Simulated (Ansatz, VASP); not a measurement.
Two plane-wave programs on AgCl

```xyz
2
Lattice="0.0000 2.7352 2.7352 2.7352 0.0000 2.7352 2.7352 2.7352 0.0000" Properties=species:S:1:pos:R:3 pbc="T T T"
Ag    0.0000    0.0000    0.0000
Cl    2.7352    2.7352    2.7352
```

Change from the starting cell: functional pbesol, volume scaled by 0.96, PAW files.

Alike in both runs: task electric field gradients; functional PBEsol; k mesh 9 × 9 × 9; occupations fermi-dirac, width 0.01 eV; no spin polarisation.

|  | VASP | Ansatz |
| --- | --- | --- |
| version | VASP 6.6.1 | Ansatz 0.2.0 |
| potentials or method | VASP PAW PBE potentials, release 64 (Ag, Cl) | PAW with Ansatz's default frozen-core files, scalar-relativistic |
| plane-wave cutoff (eV) | 520 | 420 |
| valence electrons in the cell | 18 | 26 |

VASP gave:

| Property | Result |
| --- | --- |
| gap on the k mesh at the Fermi level (eV) | 0.77 |
| pressure (GPa) | -0.8 |

Q: Which values does Ansatz return?

A: gap on the k mesh at the Fermi level (eV): 0.78; pressure (GPa): -0.7.

VASP's potentials were made for PBE, not for PBEsol. The functional is the same, so the differences come from potentials, cutoffs and numerics. VASP's potentials hold 18 valence electrons a cell and Ansatz's 26, so a difference there can come from the potentials and not from the codes.
